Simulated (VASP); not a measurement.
Runs of VASP 6.6.1 on Nb2SiB2. The structure is that of space group P6/mmm (No. 191), or close to it. The cells are those of the table. 

```tsv
task	cell	k mesh	cutoff (eV)	gap on the mesh (eV)	pressure (GPa)	relaxed volume (Å³/atom)
relaxation of cell and atoms	relaxed from a = 4.276, b = 4.276, c = 4.594 Å, angles 90.0, 90.0, 120.0°, 5 atoms	12 × 12 × 8	600	none	0.0	14.58
single point	a = 4.297, b = 4.297, c = 4.562 Å, angles 90.0, 90.0, 120.0°, 5 atoms	12 × 12 × 8	520	none	-0.1	-
single point	a = 4.276, b = 4.276, c = 4.594 Å, angles 90.0, 90.0, 120.0°, 5 atoms	6 × 6 × 4	520	none	-0.1	-
single point	a = 3.930, b = 3.930, c = 5.368 Å, angles 90.0, 90.0, 120.0°, 5 atoms	6 × 6 × 4	520	none	(a)	-
relaxation of cell and atoms	relaxed from a = 3.930, b = 3.930, c = 5.368 Å, angles 90.0, 90.0, 120.0°, 5 atoms	6 × 6 × 4	600	none	0.0	14.54
```

Alike in all rows: level PBE; potentials or basis VASP PAW PBE potentials, release 64 (Nb_sv, Si, B); no spin polarisation; smearing gaussian 0.1 eV.

**Question.** Fill in the values left out.

**Answer.** (a) 3.2.

A k mesh can miss the band edges, and the runs leave out spin-orbit coupling on Nb.

A gap of «none» marks levels without a gap at the run's occupations.
